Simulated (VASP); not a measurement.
Wanted: the native input for a VASP 6.6.1 run.

```
Task                   : single point
Functional             : r2SCAN
Potentials or basis    : VASP PAW PBE potentials, release 64 (Ba_sv, Ti_sv, O)
Cutoff                 : 520 eV
k mesh                 : 6 × 6 × 6
Occupations            : gaussian, width 0.05 eV
Spin                   : no spin polarisation
Dipole correction      : no
Further INCAR settings : ALGO = Normal; EDIFF = 1e-07; NBANDS = 28
```

BaTiO3:

```xyz
5
Lattice="2.8460 1.5878 2.3465 -2.8196 1.6276 2.2863 0.0477 -3.2560 2.3449" Properties=species:S:1:pos:R:3 pbc="T T T"
Ba   -0.0119   -0.0193   -0.0140
Ti    0.0608   -0.0675    3.5803
O     0.0707   -1.5351    4.6439
O    -1.3833    0.8004    4.5415
O     1.4473    0.7209    4.5440
```

This cell differs from its parent crystal: atoms moved at random and the cell strained at random.

These files were run (other wordings do the same):

POSCAR

```
BaTiO3
1.0
    2.8459937439      1.5877933092      2.3464597553
   -2.8195930143      1.6275893000      2.2863108189
    0.0476647039     -3.2559831044      2.3449397731
Ba Ti O
1 1 3
Direct
   -0.0061030117     -0.0019212795      0.0019995140
    0.5122088365      0.5042833837      0.5225968283
    0.5111248287      0.5073225310      0.9743067847
    0.4860079246      0.9893685329      0.4857486823
    0.9754614218      0.4796468319      0.4940481908
```

INCAR.step1

```
SYSTEM = BaTiO3
PREC = Accurate
ENCUT = 520
ISMEAR = 0
SIGMA = 0.05
LREAL = .FALSE.
LASPH = .TRUE.
NELM = 60
NBANDS = 28
GGA = PE
ALGO = Normal
EDIFF = 1E-4
LWAVE = .TRUE.
LCHARG = .FALSE.
```

INCAR.step2

```
SYSTEM = BaTiO3
PREC = Accurate
ENCUT = 520
EDIFF = 1E-7
ISMEAR = 0
SIGMA = 0.05
LREAL = .FALSE.
LASPH = .TRUE.
NELM = 60
ALGO = Normal
ISIF = 2
LWAVE = .FALSE.
LCHARG = .FALSE.
METAGGA = R2SCAN
LMIXTAU = .TRUE.
NBANDS = 28
ISTART = 1
```

KPOINTS

```
regular mesh
0
G
  6 6 6
  0 0 0
```

Potentials or basis: VASP PAW PBE potentials, release 64 (Ba_sv, Ti_sv, O).

Run with:

```sh
$ cat potpaw_PBE.64/Ba_sv/POTCAR potpaw_PBE.64/Ti_sv/POTCAR potpaw_PBE.64/O/POTCAR > POTCAR
$ cp INCAR.step1 INCAR
$ mpirun -np 1 vasp_std > vasp.out
$ cp INCAR.step2 INCAR
$ mpirun -np 1 vasp_std > vasp.out
```

Results of the run:

The pressure is 5.3 GPa. The largest force is 1.007 eV/Å. The band gap on the k mesh is 2.56 eV (least direct gap 2.95 eV).

Caveat: the cell differs from its parent crystal (atoms moved at random and the cell strained at random); the cell stands under pressure; the PAW data sets were made with another functional, which shifts forces and pressure a little; spin-orbit coupling is left out, which moves the levels of the heavy elements.

Run time: 19 min on 1 thread of Intel Xeon 8259CL, with other jobs on the host, peak memory 0.32 GiB.
